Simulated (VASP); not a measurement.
Input of a VASP 6.6.1 run:

Contents of INCAR:

```
SYSTEM = PtSe2
PREC = Accurate
ENCUT = 520
EDIFF = 1E-6
ISMEAR = -1
SIGMA = 0.05
LREAL = .FALSE.
LASPH = .TRUE.
NELM = 100
ALGO = Normal
ISIF = 2
LWAVE = .FALSE.
LCHARG = .TRUE.
GGA = PE
LELF = .TRUE.
LVHAR = .TRUE.
NBANDS = 18
```

KPOINTS

```
Automatic mesh
0
G
  3 3 2
  0 0 0
```

The input POSCAR:

```
PtSe2
1.0
    3.7240000000      0.0000000000      0.0000000000
   -1.8620000000      3.2250786037      0.0000000000
    0.0000000000      0.0000000000      5.0620000000
Pt Se
1 2
Direct
    0.0000000000      0.0000000000      0.0000000000
    0.6666666667      0.3333333333      0.7500000000
    0.3333333333      0.6666666667      0.2500000000
```

Potentials or basis: VASP PAW PBE potentials, release 64 (Pt, Se).

Run with:

```console
$ cat potpaw_PBE.64/Pt/POTCAR potpaw_PBE.64/Se/POTCAR > POTCAR
$ mpirun -np 1 vasp_std > vasp.out
```

(1) What does it give for the band gap on the k mesh?

(2) Estimate the largest force.

Answers

(1) zero (bands 11 and 12 overlap by 0.34 eV).

(2) 0.480 eV/Å.

Caveat: the k points lie up to 0.65 Å⁻¹ apart; spin-orbit coupling is left out, which moves the levels of the heavy elements.
